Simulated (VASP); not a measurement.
# AlN (drp): vibrations by perturbation theory with RPBE

The system is AlN (drp).

```
Al N
1.0
     3.14862    0.00000    0.00000
    -1.57431    2.72679    0.00000
     0.00000    0.00000    5.04876
Al N
2 2
Direct
  0.66667 0.33333 0.49926
  0.33333 0.66667 0.99926
  0.66667 0.33333 0.88074
  0.33333 0.66667 0.38074
```

```yaml
Program: VASP 6.6.1
Task: vibrations by perturbation theory
Functional: RPBE
Potentials_or_basis: VASP PAW PBE potentials, release 64 (Al, N)
Cutoff: 520 eV
k_mesh: 9 × 9 × 4
Occupations: gaussian, width 0.01 eV
Spin: no spin polarisation
Dipole_correction: no
Further_INCAR_settings: ALGO = Normal; EDIFF = 1e-08; IBRION = 8; NSW = 1
```

```
Electronic dielectric tensor (diagonal)                 : 4.49, 4.49, 4.72
Born charges (mean of the diagonal)                     : Al +2.57; N -2.57 e
Highest phonon frequency at Γ, LO-TO splitting left out : 696 cm⁻¹
```

Phonon frequencies in cm⁻¹ (negative: imaginary):
```csv
q point,frequencies
"(0.000, 0.000, 0.000)",0 0 0 236 236 526 581 622 622 635 635 696
```

Electronic dielectric tensor:
```
4.49 0.00 0.00
0.00 4.49 0.00
0.00 0.00 4.72
```

Born effective charge tensors (e):
atom 1, Al
```
2.52 0.00 0.00
0.00 2.52 0.00
0.00 0.00 2.68
```
atom 2, Al
```
2.52 0.00 0.00
0.00 2.52 0.00
0.00 0.00 2.68
```
atom 3, N
```
-2.52  0.00  0.00
 0.00 -2.52  0.00
 0.00  0.00 -2.68
```
atom 4, N
```
-2.52  0.00  0.00
 0.00 -2.52  0.00
 0.00  0.00 -2.68
```

Run time: 4.3 min on 1 thread of Intel Xeon 6975P-C, on a shared host, peak memory 0.35 GiB.
